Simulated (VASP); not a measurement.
# MoS2 (R-3m) in VASP: single point with PBE

Aim: the single point of MoS2 with PBE.

Everything below comes from runs of VASP 6.6.1. Logs are shortened: lines on timing, memory, paths and dates and some standing lists are left out, and cuts for length are marked.

**1. The cell of the first run**

Symmetry: R-3m, No. 166, trigonal system. The conventional cell has a = 3.190 Å, b = 3.190 Å, c = 18.976 Å, α = 90.00°, β = 90.00°, γ = 120.00°. Within 3.2 Å of Mo (site symmetry -3m) lie 6 S at 2.44 Å and 6 Mo at 3.19 Å. S (site symmetry 3m) has 3 Mo at 2.44 Å and 6 S at 3.19 Å within 3.2 Å.

**2. Single point, PBE, collinear spin**

INCAR

```
SYSTEM = MoS2
ALGO     = Normal         ! electronic algorithm
EDIFF    = 1E-7           ! SCF threshold, eV
ENCUT    = 520            ! plane-wave cutoff, eV
GGA      = PE             ! functional
ISIF     = 2              ! what is computed and relaxed
ISMEAR   = 0              ! smearing method
ISPIN    = 2              ! spin polarisation
LASPH    = .True.         ! aspherical terms in the spheres
LCHARG   = .False.        ! write CHGCAR
LMAXMIX  = 4              ! l up to which the mixer works
LORBIT   = 11             ! projections on sites
LREAL    = .False.        ! projectors in reciprocal space
LWAVE    = .False.        ! write WAVECAR
MAGMOM   = 1 0 0          ! initial moments
NBANDS   = 24             ! bands
NELM     = 150            ! most SCF steps
PREC     = Accurate       ! precision mode
SIGMA    = 0.1            ! smearing width, eV
```

KPOINTS

```
k-points
0
Gamma
  6 6 6
  0 0 0
```

POSCAR

```
MoS2
1.0
    1.5948889694      0.9208095758      6.3253338867
   -1.5948889694      0.9208095758      6.3253338867
    0.0000000000     -1.8416191517      6.3253338867
Mo S
1 2
Direct
    0.0000000000      0.0000000000      0.0000000000
    0.2488510000      0.2488510000      0.2488510000
    0.7511490000      0.7511490000      0.7511490000
```

Potentials or basis: VASP PAW PBE potentials, release 64 (Mo_sv, S).

The run is started by

```console
$ cat potpaw_PBE.64/Mo_sv/POTCAR potpaw_PBE.64/S/POTCAR > POTCAR
$ mpirun -np 1 vasp_std > vasp.out
```

OUTCAR:

```text
SYSTEM = MoS2
   EDIFF = 1E-7
   ENCUT = 520
   GGA = PE
   ISIF = 2
   ISMEAR = 0
   ISPIN = 2
   LASPH = .True.
   LORBIT = 11
   LREAL = .False.
   NELM = 150
   PREC = Accurate

 ion  position               nearest neighbor table
   1  0.000  0.000  0.000-   3 2.44   3 2.44   2 2.44   2 2.44   3 2.44   2 2.44
   2  0.249  0.249  0.249-   1 2.44   1 2.44   1 2.44
   3  0.751  0.751  0.751-   1 2.44   1 2.44   1 2.44

  LATTYP: Found a trigonal (rhomboedric) cell.
 ALAT       =     6.5879746416
 COS(alpha) =     0.8827839542

  Lattice vectors:

 A1 = (   1.5948889694,   0.9208095758,   6.3253338867)
 A2 = (  -1.5948889694,   0.9208095758,   6.3253338867)
 A3 = (   0.0000000000,  -1.8416191517,   6.3253338867)

Analysis of symmetry for initial positions (statically):
=====================================================================
 Subroutine PRICEL returns:
 Original cell was already a primitive cell.

 Routine SETGRP: Setting up the symmetry group for a
 trigonal (rhombohedral) supercell.

 Subroutine GETGRP returns: Found 12 space group operations
 (whereof 12 operations were pure point group operations)
 out of a pool of 12 trial point group operations.

The static configuration has the point symmetry D_3d.

Analysis of symmetry for dynamics (positions and initial velocities):
=====================================================================
 Subroutine PRICEL returns:
 Original cell was already a primitive cell.

 Routine SETGRP: Setting up the symmetry group for a
 trigonal (rhombohedral) supercell.

 Subroutine GETGRP returns: Found 12 space group operations
 (whereof 12 operations were pure point group operations)
 out of a pool of 12 trial point group operations.

The dynamic configuration has the point symmetry D_3d.

Analysis of structural, dynamic, and magnetic symmetry:
=====================================================================
 Subroutine PRICEL returns:
 Original cell was already a primitive cell.

 Routine SETGRP: Setting up the symmetry group for a
 trigonal (rhombohedral) supercell.

 Subroutine GETGRP returns: Found 12 space group operations
 (whereof 12 operations were pure point group operations)
 out of a pool of 12 trial point group operations.

The overall configuration has the point symmetry D_3d.

 Subroutine INISYM returns: Found 12 space group operations
 (whereof 12 operations are pure point group operations),
 and found     1 'primitive' translations

----------------------------------------------------------------------------------------

                                     Primitive cell

  volume of cell :      55.7359

  direct lattice vectors                    reciprocal lattice vectors
     1.594888969  0.920809576  6.325333887     0.313501447  0.181000145  0.052698140
    -1.594888969  0.920809576  6.325333887    -0.313501447  0.181000145  0.052698140
     0.000000000 -1.841619152  6.325333887     0.000000000 -0.362000290  0.052698140

  length of vectors
     6.587974642  6.587974642  6.587974642     0.365815943  0.365815943  0.365815943

  position of ions in fractional coordinates (direct lattice)
     0.000000000  0.000000000  0.000000000
     0.248851000  0.248851000  0.248851000
     0.751149000  0.751149000  0.751149000

  ion indices of the primitive-cell ions
   primitive index   ion index
                 1           1
                 2           2
                 3           3

----------------------------------------------------------------------------------------

 KPOINTS: k-points

Automatic generation of k-mesh.
 Grid dimensions read from file:
 generate k-points for:    6    6    6

 Generating k-lattice:

  Cartesian coordinates                     Fractional coordinates (reciprocal lattice)
     0.052250241  0.030166691  0.008783023     0.166666667 -0.000000000 -0.000000000
    -0.052250241  0.030166691  0.008783023    -0.000000000  0.166666667 -0.000000000
     0.000000000 -0.060333382  0.008783023    -0.000000000 -0.000000000  0.166666667

  Length of vectors
     0.060969324  0.060969324  0.060969324

  Shift w.r.t. Gamma in fractional coordinates (k-lattice)
     0.000000000  0.000000000  0.000000000

 Subroutine IBZKPT returns following result:
 ===========================================

 Found     32 irreducible k-points:

 Following reciprocal coordinates:
            Coordinates               Weight
  0.000000  0.000000  0.000000      1.000000
  0.166667  0.000000  0.000000      6.000000
  0.333333  0.000000 -0.000000      6.000000
  0.500000  0.000000 -0.000000      3.000000
  0.166667  0.166667  0.000000      6.000000
  0.333333  0.166667 -0.000000     12.000000
[... 16 lines left out ...]
  0.500000  0.500000  0.166667      6.000000
 -0.333333  0.500000  0.166667     12.000000
 [... further k-points ...]
   k-points           NKPTS =     32   k-points in BZ     NKDIM =     32   number of bands    NBANDS=     24
   number of dos      NEDOS =    301   number of ions     NIONS =      3
   total plane-waves  NPLWV = 125000
   dimension x,y,z NGX =    50 NGY =   50 NGZ =   50
   dimension x,y,z NGXF=   100 NGYF=  100 NGZF=  100
   ions per type =               1   2
   NGX,Y,Z   is equivalent  to a cutoff of  12.62, 12.62, 12.62 a.u.
   NGXF,Y,Z  is equivalent  to a cutoff of  25.23, 25.23, 25.23 a.u.
 SYSTEM =  MoS2
   PREC   = accura    normal or accurate (medium, high low for compatibility)
   ISTART =      0    job   : 0-new  1-cont  2-samecut
   ICHARG =      2    charge: 1-file 2-atom 10-const
   ISPIN  =      2    spin polarized calculation?
   LNONCOLLINEAR =      F non collinear calculations
   LSORBIT =      F    spin-orbit coupling
   LASPH  =      T    aspherical Exc in radial PAW
   ENCUT  =  520.0 eV  38.22 Ry    6.18 a.u.  12.25 12.25 12.25*2*pi/ulx,y,z
   NELM   =    150;   NELMIN=  2; NELMDL= -5     # of ELM steps
   EDIFF  = 0.1E-06   stopping-criterion for ELM
   LREAL  =      F    real-space projection
   EDIFFG = 0.1E-05   stopping-criterion for IOM
   NSW    =      0    number of steps for IOM
   IBRION =     -1    ionic relax: 0-MD 1-quasi-New 2-CG
   NFREE  =      0    steps in history (QN), initial steepest desc. (CG)
   ISIF   =      2    stress and relaxation
   ISYM   =      2    0-nonsym 1-usesym 2-fastsym
   POTIM  = 0.5000    time-step for ionic-motion
   TEBEG  =    0.0;   TEEND  =   0.0 temperature during run
   PSTRESS=    0.0 pullay stress
   NELECT =      26.0000    total number of electrons
   NUPDOWN=      -1.0000    fix difference up-down
   EMIN   =  10.00;   EMAX   =-10.00  energy-range for DOS
   EFERMI =   0.00;   METHOD = LEGACY
   ISMEAR =     0;   SIGMA  =   0.10  broadening in eV -4-tet -1-fermi 0-gaus
   EFERMI_NEDOS =   21; number of points for ismear=-14 and -15
   IALGO  =     38    algorithm
   IMIX   =      4    mixing-type and parameters
     AMIX     =   0.40;   BMIX     =  1.00
     AMIX_MAG =   1.60;   BMIX_MAG =  1.00
  volume/ion in A,a.u.               =      18.58       125.37
  Fermi-wavevector in a.u.,A,eV,Ry     =   1.269661  2.399310 21.933107  1.612038
  Thomas-Fermi vector in A             =   2.402690
   LORBIT       =     11    0 simple, 1 ext, 2 COOP (PROOUT), +10 PAW based schemes
   GGA     = PE    functional components
   LHFCALC =     F    Hartree Fock is set to
   AEXX    =    0.0000 exact exchange contribution
   IVDW    =     0    specifies the selected vdW correction
   LEPSILON=     F    determine dielectric tensor
   LRPA    =     F    only Hartree local field effects (RPA)
 spin polarized calculation
 Gauss-broadening in eV      SIGMA  =   0.10
  energy-cutoff  :      520.00
  volume of cell :       55.74
 maximum number of plane-waves:      1518
 NGX is ok and might be reduce to    50
   NGX = 25   NGY = 25   NGZ = 25

 number of electron      26.0000002 magnetization       0.0001975

 number of electron      26.0000002 magnetization      -0.0000594

 Free energy of the ion-electron system (eV)
  ---------------------------------------------------
  ext. energy  EPLUGINS =         0.00000000
  ---------------------------------------------------
  free energy    TOTEN  =       -21.04209268 eV

  energy without entropy =      -21.03716730  energy(sigma->0) =      -21.03962999

 E-fermi :   7.0419     XC(G=0): -10.6214

 val. band max:        7.0374493606   @ k =   0.1667   0.1667   0.1667
 cond. band min:       7.0600847949   @ k =   0.0000   0.0000   0.0000
 fundamental gap:      0.0226354343
 Fermi energy:         7.0418981280

 spin component 1

 k-point     1 :       0.0000    0.0000    0.0000
  band No.  band energies     occupation
      1     -54.6081      1.00000
      2     -28.6436      1.00000
      3     -28.5764      1.00000
      4     -28.5764      1.00000
      5      -7.6612      1.00000
      6      -6.2863      1.00000
[... 16 lines left out ...]
     23      19.5472      0.00000
     24      19.7106      0.00000
[... 598 lines left out ...]
      2     -28.8837      1.00000
      3     -28.7053      1.00000
      4     -28.5733      1.00000
      5      -5.8560      1.00000
      6      -5.4967      1.00000
[... 16 lines left out ...]
     23      19.0002      0.00000
     24      19.6446      0.00000

 [... further k-points ...]

 spin component 2

 k-point     1 :       0.0000    0.0000    0.0000
  band No.  band energies     occupation
      1     -54.6081      1.00000
      2     -28.6436      1.00000
      3     -28.5765      1.00000
      4     -28.5765      1.00000
      5      -7.6613      1.00000
      6      -6.2863      1.00000
[... 16 lines left out ...]
     23      19.5472      0.00000
     24      19.7106      0.00000
[... 598 lines left out ...]
      2     -28.8837      1.00000
      3     -28.7054      1.00000
      4     -28.5733      1.00000
      5      -5.8560      1.00000
      6      -5.4967      1.00000
[... 16 lines left out ...]
     23      19.0002      0.00000
     24      19.6446      0.00000

 [... further k-points ...]

------------------------ aborting loop because EDIFF is reached ----------------------------------------

  FORCE on cell =-STRESS in cart. coord.  units (eV):
  Direction    XX          YY          ZZ          XY          YZ          ZX
  --------------------------------------------------------------------------------------
  -------------------------------------------------------------------------------------
  Total       -0.3732532     -0.3732532     -0.7040905      0.0000000      0.0000000      0.0000000
  in kB      -10.7294921    -10.7294921    -20.2397016      0.0000000      0.0000000      0.0000000
  external PRESSURE =     -13.8995619 kB  Pullay stress =       0.0000000 kB

 VOLUME and BASIS-vectors are now :
 -----------------------------------------------------------------------------
  energy-cutoff  :      520.00
  volume of cell :       55.74
      direct lattice vectors                 reciprocal lattice vectors
     1.594888969  0.920809576  6.325333887     0.313501447  0.181000145  0.052698140
    -1.594888969  0.920809576  6.325333887    -0.313501447  0.181000145  0.052698140
     0.000000000 -1.841619152  6.325333887     0.000000000 -0.362000290  0.052698140

 POSITION                                       TOTAL-FORCE (eV/Angst)
 -----------------------------------------------------------------------------------
      0.00000      0.00000      0.00000         0.000000      0.000000     -0.000000
      0.00000     -0.00000      4.72220         0.000000     -0.000000      0.339561
      0.00000     -0.00000     14.25380         0.000000      0.000000     -0.339561
 -----------------------------------------------------------------------------------
    total drift:                               -0.000000     -0.000000      0.000000

  FREE ENERGIE OF THE ION-ELECTRON SYSTEM (eV)
  ---------------------------------------------------
  free  energy   TOTEN  =       -21.0420926813 eV

  energy  without entropy=      -21.0371672970  energy(sigma->0) =      -21.03962999

 total charge

# of ion       s       p       d       tot
------------------------------------------
    1        2.283   6.204   3.865  12.353
    2        1.368   2.309   0.000   3.676
    3        1.368   2.309   0.000   3.676
--------------------------------------------------
tot          5.018  10.822   3.865  19.706

 magnetization (x)

# of ion       s       p       d       tot
------------------------------------------
    1       -0.000  -0.000  -0.000  -0.000
    2        0.000   0.000   0.000   0.000
    3        0.000   0.000   0.000   0.000
--------------------------------------------------
tot         -0.000   0.000  -0.000  -0.000
```

Wall time 3.3 min (1 thread of AMD EPYC 9R45 (Zen 5), shared host); peak memory 0.42 GiB.

Results:

```
Free energy                                           : -21.0421 eV
Pressure                                              : -1.4 GPa
Largest force                                         : 0.340 eV/Å
Band gap on the k mesh                                : zero (filled and empty bands overlap)
Net moment                                            : 0.00 μB per cell
Valence electrons inside the program's atomic spheres : Mo 12.35; S 3.68
```

Forces on the atoms (eV/Å):
```
Mo   0.000  0.000  0.000
S    0.000  0.000  0.340
S    0.000  0.000 -0.340
```

Levels at points of the mesh, in eV from the Fermi level:
Spin up:
```tsv
k point	band 10	band 11	band 12	band 13	band 14	band 15	band 16	band 17
(0.00, 0.00, 0.00)	-1.73	-1.21	-0.70	-0.70	0.02	0.02	3.22	3.22
(0.50, 0.00, 0.00)	-3.79	-2.63	-1.83	-1.29	1.26	2.03	3.26	3.96
(0.50, 0.50, 0.00)	-3.72	-2.68	-2.08	-1.48	1.26	1.83	3.62	4.80
(0.50, 0.50, 0.50)	-3.54	-0.69	-0.69	-0.18	-0.07	-0.07	3.32	3.32
```
Spin down:
```tsv
k point	band 11	band 12	band 13	band 14	band 15	band 16
(0.00, 0.00, 0.00)	-1.21	-0.70	-0.70	0.02	0.02	3.22
(0.50, 0.00, 0.00)	-2.63	-1.83	-1.29	1.26	2.03	3.26
(0.50, 0.50, 0.00)	-2.68	-2.08	-1.48	1.26	1.83	3.62
(0.50, 0.50, 0.50)	-0.69	-0.69	-0.18	-0.07	-0.07	3.32
```

Caveat: the k points lie up to 0.38 Å⁻¹ apart, too coarse for converged energies and pressures of a metal.
